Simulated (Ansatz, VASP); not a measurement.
## One calculation of NaGeBr3, two programs

Contents of INCAR:

```
PREC = Accurate ; ENCUT = 520
EDIFF = 1E-6 ; ISMEAR = -1
SIGMA = 0.02 ; LREAL = False
LASPH = True ; NELM = 80
ALGO = Normal ; ISIF = 2
LWAVE = False ; LCHARG = True
GGA = PE ; LELF = True
LVHAR = True ; NBANDS = 29
```

KPOINTS

```
Automatic mesh
0
Gamma
  6 6 6
```

File POSCAR:

```
NaGeBr3
1.0
    5.4732132055     -0.0273660660      0.0000000000
   -0.0273660660      5.4732132055      0.0000000000
    0.0000000000      0.0000000000      5.4732132055
Na Ge Br
1 1 3
Direct
    0.0000000000      0.0000000000      0.0000000000
    0.5000000000      0.5000000000      0.5000000000
    0.5000000000      0.5000000000      0.0000000000
    0.5000000000      0.0000000000      0.5000000000
    0.0000000000      0.5000000000      0.5000000000
```

Input for Ansatz:

```yaml
crystal:
  lattice:
    - [5.4732132055, -0.027366066, 0.0]
    - [-0.027366066, 5.4732132055, 0.0]
    - [0.0, 0.0, 5.4732132055]
  atoms:
    - { symbol: Na, position: [0.0, 0.0, 0.0] }
    - { symbol: Ge, position: [0.5, 0.5, 0.5] }
    - { symbol: Br, position: [0.5, 0.5, 0.0] }
    - { symbol: Br, position: [0.5, 0.0, 0.5] }
    - { symbol: Br, position: [0.0, 0.5, 0.5] }
kpoints:
  mp_grid: { grid: [6, 6, 6] }
  band_path:
    path: [[0.0, 0.0, 0.0], [0.0, 0.5, 0.0], [0.5, 0.5, 0.0], [0.5, 0.5, 0.5]]
    npoints: 1
hamiltonian:
  xc: pbe
scf:
  occupations: { method: fermi_dirac, width: 0.02 }
  n_extra_bands: 5
output:
  forces: true
  stress: true
  eigenvalues: true
```

Change from the starting cell: shear_xy strain -1.0%.

Alike in both runs: task single point; functional PBE; k mesh 6 × 6 × 6; occupations fermi-dirac, width 0.02 eV; no spin polarisation.

|  | VASP | Ansatz |
| --- | --- | --- |
| version | VASP 6.6.1 | Ansatz 0.2.0 |
| potentials or method | VASP PAW PBE potentials, release 64 (Na_pv, Ge_d, Br) | plane waves, PAW |
| plane-wave cutoff (eV) | 520 | 420 |
| valence electrons in the cell | 42 | 44 |

```csv
,VASP,Ansatz,Ansatz less VASP
pressure (GPa),0.4,0.4,-0.01
"traceless stress, the component that is largest in VASP (GPa)",0.06,0.06,0.000
```

VASP's potentials hold 42 valence electrons a cell and Ansatz's 44, so a difference there can come from the potentials and not from the codes.
